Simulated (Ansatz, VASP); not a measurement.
# Two plane-wave programs on Be2ZnO3

```
CELL_PARAMETERS angstrom
4.74451 0.00000 0.00000
-2.37225 4.10886 0.00000
0.00000 0.00000 2.63526
ATOMIC_POSITIONS crystal
Be 0.33333 0.66667 0.00000
Be 0.66667 0.33333 0.00000
Zn 0.00000 0.00000 0.00000
O 0.50000 0.00000 0.50000
O 0.50000 0.50000 0.50000
O 0.00000 0.50000 0.50000
```

Change from the starting cell: species swapped into the CeB2Ir3 type (P6/mmm, No. 191).

Alike in both runs: task single point; functional PBE; k mesh 6 × 6 × 6; occupations gaussian, width 0.1 eV; no spin polarisation.

|  | VASP | Ansatz |
| --- | --- | --- |
| version | VASP 6.6.1 | Ansatz 0.2.0 |
| potentials or method | VASP PAW PBE potentials, release 64 (Be, Zn, O), cutoff 520 eV | scalar-relativistic, plane waves, PAW |
| valence electrons in the cell | 34 | 34 |

Ansatz gave:

* gap on the k mesh at the Fermi level (eV): none
* pressure (GPa): -7.3
* traceless stress, the component that is largest in VASP (GPa): -37.77

Question: Which values does VASP return?

Answer: gap on the k mesh at the Fermi level (eV): none; pressure (GPa): -7.2; traceless stress, the component that is largest in VASP (GPa): -37.72.

A gap of «none» marks a metal or a gap that the smearing closes. With one functional, cell and mesh, what is left measures potentials, basis and numerics.

The k mesh is coarse, so the values compare programs but aren't converged.
